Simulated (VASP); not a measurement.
# FeO: single point with LDA

FeO:

```xyz
2
Lattice="1.5188 0.8769 2.5196 -1.5188 0.8769 2.5196 0.0000 -1.7538 2.5196" Properties=species:S:1:pos:R:3 pbc="T T T"
Fe    0.0000    0.0000    0.0000
O     0.0000    0.0000    3.7794
```

| Quantity | Value |
| --- | --- |
| Program | VASP 6.6.1 |
| Task | single point |
| Functional | LDA |
| Potentials or basis | VASP PAW LDA potentials, release 64 (Fe, O) |
| Cutoff | 520 eV |
| k mesh | 11 × 11 × 11 |
| Occupations | fermi-dirac, width 0.05 eV |
| Spin | collinear spin, ferromagnetic start |
| Starting moments | [3.0, 0.0] μB |
| Dipole correction | no |
| Further INCAR settings | ALGO = Normal; EDIFF = 1e-06; NBANDS = 18 |

```
Pressure                                              : -16.2 GPa
Band gap on the k mesh                                : zero (filled and empty bands overlap)
Net moment                                            : 3.99 μB per cell
Site moments                                          : Fe +3.57; O +0.32 μB
Valence electrons inside the program's atomic spheres : Fe 6.76; O 4.95
```

Stress tensor (GPa, compression positive):
```
-15.83   0.00   0.00
  0.00 -15.83   0.00
  0.00   0.00 -16.96
```

Levels at points of the mesh, in eV from the Fermi level:
Spin up:
| k point | band 7 | band 8 | band 9 | band 10 | band 11 | band 12 |
| --- | --- | --- | --- | --- | --- | --- |
| (0.00, 0.00, 0.00) | -3.59 | -3.34 | -3.34 | 0.21 | 15.38 | 16.70 |
Spin down:
```csv
k point,band 3,band 4,band 5,band 6,band 7,band 8
"(0.00, 0.00, 0.00)",-3.07,-3.07,-0.79,-0.71,-0.71,-0.01
```

Run time: 87 s on 1 thread of Intel(R) Xeon(R) Platinum 8259CL CPU @ 2.50GHz (Skylake/Cascade Lake), on a shared host, peak memory 0.2 GiB.

Caveat: the cell stands under tension; a cell with one magnetic atom can't hold antiferromagnetic order, which such compounds often take; semilocal functionals often make such compounds metallic where correlation or magnetic order opens a gap, which also shifts bond lengths. With open d or f shells a metallic result of LDA can be an artefact of self-interaction; +U or a hybrid may open a gap.
